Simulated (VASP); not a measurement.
A run of VASP 6.6.1:

INCAR

```
ALGO = Normal ; EDIFF = 1E-7
ENCUT = 520 ; ISIF = 2
ISMEAR = 0 ; LASPH = True
LCHARG = False ; LREAL = Auto
LWAVE = False ; NBANDS = 72
NELM = 80 ; PREC = Accurate
SIGMA = 0.1
```

The input KPOINTS:

```
k-points
0
Gamma
  2 2 2
```

Contents of POSCAR:

```
Al
1.0
    8.1000000000      0.0000000000      0.0000000000
    0.0000000000      8.1000000000      0.0000000000
    0.0000000000      0.0000000000      8.1000000000
Al
33
Direct
    0.4972588889     -0.0028956790      0.0029667901
    0.7497500000      0.2498809877     -0.0024343210
    0.7507364198      0.0151746914      0.2501814815
    0.0023207407     -0.0021634568      0.0022153086
    0.2503072840      0.2502360494     -0.0152317284
    0.4975333333      0.5026286420      0.0026833333
    0.7507358025      0.7500937037     -0.0152281481
    0.2496353086      0.0602618519      0.2497900000
    0.5152590123      0.2502343210      0.2501385185
    0.7507595062      0.4847567901      0.2501828395
    0.4968388889     -0.0033162963      0.4967338272
    0.7497329630      0.2498650617      0.5024759259
    0.7497548148      0.0024537037      0.7498535802
    0.0020841975      0.5019391358      0.0019864198
    0.2496150617      0.7498338272     -0.0586675309
   -0.0151945679      0.2502204938      0.2501132099
    0.2496406173      0.4410124691      0.2497960494
    0.5614682716      0.7498046914      0.2497611111
    0.0027075309     -0.0025309877      0.4975212346
    0.2503182716      0.2502381481      0.5152254321
    0.4971362963      0.5030323457      0.4970332099
    0.7507239506      0.7500975309      0.5151906173
    0.2503550617      0.0151961728      0.7503740741
    0.5025217284      0.2498432099      0.7498162963
    0.7497700000      0.4975311111      0.7498645679
   -0.0577466667      0.7498304938      0.2497740741
    0.0024417284      0.5022829630      0.4977723457
    0.2496164198      0.7498227160      0.5605735802
   -0.0023522222      0.2498777778      0.7498469136
    0.2503591358      0.4847482716      0.7503813580
    0.5152411111      0.7500788889      0.7503622222
   -0.0152044444      0.7500620988      0.7503488889
    0.2524459259      0.7508487654      0.2512600000
```

Potentials or basis: VASP PAW LDA potentials, release 64 (Al).

Launch:

```sh
$ cat potpaw_LDA.64/Al/POTCAR > POTCAR
$ mpirun -np 1 vasp_std > vasp.out
```

Hardware: 1 thread of Intel Xeon 6975P-C, on a shared host.

**Question.** How long does it take, and how much memory?

**Answer.** Run time: 7.3 min on 1 thread of Intel Xeon 6975P-C, on a shared host, peak memory 0.46 GiB. Counts: scf iterations 14, k points 8.
